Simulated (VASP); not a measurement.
Crystal: Ga.

```
Ga
1.0
     1.84106    1.06293    3.41402
    -1.84106    1.06293    3.41402
     0.00000   -2.12587    3.41402
Ga
2
Direct
  0.22754 0.22754 0.22754
  0.77246 0.77246 0.77246
```

| Item | Value |
| --- | --- |
| Program | VASP 6.6.1 |
| Task | relaxation of cell and atoms |
| Functional | PBEsol |
| Potentials or basis | VASP PAW PBE potentials, release 64 (Ga_d) |
| Cutoff | 600 eV |
| k mesh | 6 × 6 × 6 |
| Occupations | gaussian, width 0.1 eV |
| Spin | no spin polarisation |

At the start: pressure 1.7 GPa; volume 20.04 Å³/atom.

Task: Where does the relaxation end?

Result: Over 10 steps the energy falls by 198.7 meV/atom and the volume is 19.01 Å³/atom (-5.2 %); space group R-3m (No. 166, to 0.05 Å).

The path:
```tsv
step	energy change (eV)	largest force (eV/Å)	pressure (GPa)	volume (Å³)
1	0.0000	1.5750	1.70	40.09
2	-0.1900	0.9397	-1.96	41.33
3	-0.2815	0.5439	-4.22	42.57
4	-0.1995	0.3994	-5.93	45.10
5	-0.2918	0.2500	-4.69	43.27
6	-0.3855	0.2475	-1.47	39.09
7	-0.3855	0.2567	-1.26	39.03
8	-0.3969	0.0646	-0.25	38.19
9	-0.3975	0.0151	0.28	37.99
10	-0.3974	0.0289	-0.06	38.02
```

Final structure:
```cif
data_structure
_symmetry_space_group_name_H-M 'P 1'
_symmetry_Int_Tables_number 1
_cell_length_a 3.8959
_cell_length_b 3.8959
_cell_length_c 3.8959
_cell_angle_alpha 56.082
_cell_angle_beta 56.082
_cell_angle_gamma 56.082
_cell_volume 38.02
loop_
_atom_site_label
_atom_site_type_symbol
_atom_site_fract_x
_atom_site_fract_y
_atom_site_fract_z
_atom_site_occupancy
Ga1 Ga 0.25027 0.25027 0.25027 1
Ga2 Ga 0.74973 0.74973 0.74973 1
```

Caveat: the PAW data sets were made with another functional, which shifts forces and pressure a little.
